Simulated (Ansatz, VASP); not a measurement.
## Two plane-wave programs on GaAs

Contents of POSCAR:

```
GaAs
1.0
    0.0000000000      2.8822925071      2.8822925071
    2.8822925071      0.0000000000      2.8822925071
    2.8822925071      2.8822925071      0.0000000000
As Ga
1 1
Direct
    0.7500000000      0.7500000000      0.7500000000
    0.0000000000      0.0000000000      0.0000000000
```

File INCAR.step1:

```
SYSTEM = GaAs
PREC = Accurate
ENCUT = 400
EDIFF = 1E-5
ISMEAR = -1
SIGMA = 0.05
LREAL = .FALSE.
LASPH = .TRUE.
NELM = 120
ALGO = Normal
ISIF = 2
LWAVE = .TRUE.
NBANDS = 21
GGA = PE
GGA_COMPAT = .FALSE.
```

File INCAR.step2:

```
SYSTEM = GaAs
PREC = Accurate
ENCUT = 400
EDIFF = 1E-6
ISMEAR = -1
SIGMA = 0.05
LREAL = .FALSE.
LASPH = .TRUE.
NELM = 120
ALGO = Normal
ISIF = 2
LWAVE = .FALSE.
LCHARG = .TRUE.
GGA = B5
LHFCALC = .TRUE.
AEXX = 0.5
ALDAX = 0.5
AGGAX = 0.5
AGGAC = 1.0
ALDAC = 0.0
PRECFOCK = Normal
LELF = .TRUE.
LVHAR = .TRUE.
NBANDS = 21
ISTART = 1
GGA_COMPAT = .FALSE.
```

File KPOINTS:

```
Automatic mesh
0
G
  4 4 4
  0 0 0
```

File input.yaml:

```yaml
crystal:
  lattice:
    - [0.0, 2.8822925071, 2.8822925071]
    - [2.8822925071, 0.0, 2.8822925071]
    - [2.8822925071, 2.8822925071, 0.0]
  atoms:
    - { symbol: As, position: [0.75, 0.75, 0.75] }
    - { symbol: Ga, position: [0.0, 0.0, 0.0] }
hamiltonian:
  xc: { name: BHLYP }
  pseudopotentials: { kind: paw }
kpoints:
  mp_grid: { grid: [4, 4, 4] }
scf:
  occupations: { method: fermi_dirac, width: 0.05 }
output:
  forces: true
  stress: true
  eigenvalues: true
  write_density: true
  write_potential: true
  elf: true
  volumetric_format: npy
```

Alike in both runs: task single point; functional BHLYP; k mesh 4 × 4 × 4; occupations fermi-dirac, width 0.05 eV; no spin polarisation.

|  | VASP | Ansatz |
| --- | --- | --- |
| version | VASP 6.6.1 | Ansatz 0.2.0 |
| potentials or method | VASP PAW PBE potentials, release 64 (As_d, Ga_d) | Ansatz PAW |
| plane-wave cutoff (eV) | 400 | 420 |
| valence electrons in the cell | 28 | 28 |

VASP gave:

```
gap on the k mesh at the Fermi level (eV) : 3.25
least direct gap on the mesh (eV)         : 3.25
```

Question: Estimate Ansatz's values.

Answer: gap on the k mesh at the Fermi level (eV): 3.15; least direct gap on the mesh (eV): 3.15.

VASP's potentials were made for PBE, not for BHLYP. With one functional, cell and mesh, what is left measures potentials, basis and numerics.

The k mesh is coarse, so the values compare programs but aren't converged.
